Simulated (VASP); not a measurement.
EuO (u2k): relaxation of cell and atoms with PBE+U

Crystal: EuO (u2k).

```
Eu O
1.0
     0.00000    2.57195    2.57195
     2.57195    0.00000    2.57195
     2.57195    2.57195    0.00000
Eu O
1 1
Direct
  0.00000 0.00000 0.00000
  0.50000 0.50000 0.50000
```

```json
{"Program": "VASP 6.6.1", "Task": "relaxation of cell and atoms", "Functional": "PBE", "Potentials or basis": "VASP PAW PBE potentials, release 64 (Eu, O)", "Cutoff": "600 eV", "k mesh": "16 × 16 × 16", "Occupations": "gaussian, width 0.01 eV", "Spin": "collinear spin, ferromagnetic start", "Starting moments": "[7.43, 0.0] μB", "Hubbard terms": "Eu f U = 6.0 eV", "Dipole correction": "no", "Further INCAR settings": "ALGO = Normal; EDIFF = 1e-07; IBRION = 2; EDIFFG = -0.002; NSW = 100; ISIF = 3"}
```

The relaxed volume is 17.25 Å³/atom and the relaxed cell is a = 3.654 Å, b = 3.654 Å, c = 3.654 Å, α = 60.00°, β = 60.00°, γ = 60.00°. The space group after relaxing (to 0.05 Å) is Fm-3m (No. 225), the energy gained by relaxing is 0.9 meV/atom and the ionic steps are 8. The pressure after relaxing is 0.0 GPa, the band gap on the k mesh is 0.04 eV, indirect (least direct gap 0.20 eV) and the net moment is 7.00 μB per cell. The site moments are Eu +6.73; O -0.09 μB and the valence electrons inside the program's atomic spheres are Eu 14.95; O 4.95.

The path:
| step | energy change (eV) | largest force (eV/Å) | pressure (GPa) | volume (Å³) |
| --- | --- | --- | --- | --- |
| 1 | 0.0000 | 0.0000 | 1.22 | 34.03 |
| 2 | -0.0016 | 0.0000 | -0.39 | 34.67 |
| 3 | -0.0018 | 0.0000 | -0.06 | 34.51 |
| 4 | -0.0018 | 0.0000 | 0.08 | 34.49 |
| 5 | -0.0018 | 0.0000 | -0.04 | 34.50 |
| 6 | -0.0018 | 0.0000 | 0.10 | 34.48 |
| 7 | -0.0018 | 0.0000 | -0.04 | 34.49 |
| 8 | -0.0018 | 0.0000 | 0.02 | 34.49 |

Final structure:
```
Eu O
1.0
     0.00000    2.58358    2.58358
     2.58358    0.00000    2.58358
     2.58358    2.58358    0.00000
Eu O
1 1
Cartesian
  5.1672 5.1672 5.1672
  2.5836 2.5836 2.5836
```

Levels at points of the mesh, in eV from the valence-band top:
Spin up:
```csv
k point,band 12,band 13,band 14,band 15,band 16,band 17,band 18,band 19
"(0.00, 0.00, 0.00)",-0.48,0.00,0.00,0.00,0.86,2.96,2.96,2.96
"(0.50, 0.00, 0.00)",-0.52,-0.52,-0.49,-0.48,3.51,5.65,5.65,5.94
"(0.50, 0.50, 0.00)",-0.60,-0.49,-0.17,-0.17,0.04,4.63,7.03,7.77
```
Spin down:
```
           k point  band 6  band 7  band 8  band 9  band 10  band 11
(0.00, 0.00, 0.00)   -2.56   -2.56   -2.56    1.64     3.92     3.92
(0.50, 0.00, 0.00)   -4.63   -3.69   -3.69    4.14     6.34     6.69
(0.50, 0.50, 0.00)   -2.66   -2.54   -2.54    0.89     5.50     7.80
```

Eigenvalues of the final occupation matrices:
```tsv
site	spin	trace	eigenvalues
site 1 f	1	6.81	0.96 0.97 0.97 0.97 0.98 0.98 0.98
site 1 f	2	0.02	0.00 0.00 0.00 0.00 0.00 0.00 0.00
```

Run time: 14 min on 1 thread of Intel(R) Xeon(R) 6975P-C (Granite Rapids) (shared host), peak memory 0.38 GiB.

Caveat: spin-orbit coupling is left out, which moves the levels of the heavy elements; a cell with one magnetic atom can't hold antiferromagnetic order, which such compounds often take. PBE usually gives volumes a little too large and moduli too small.
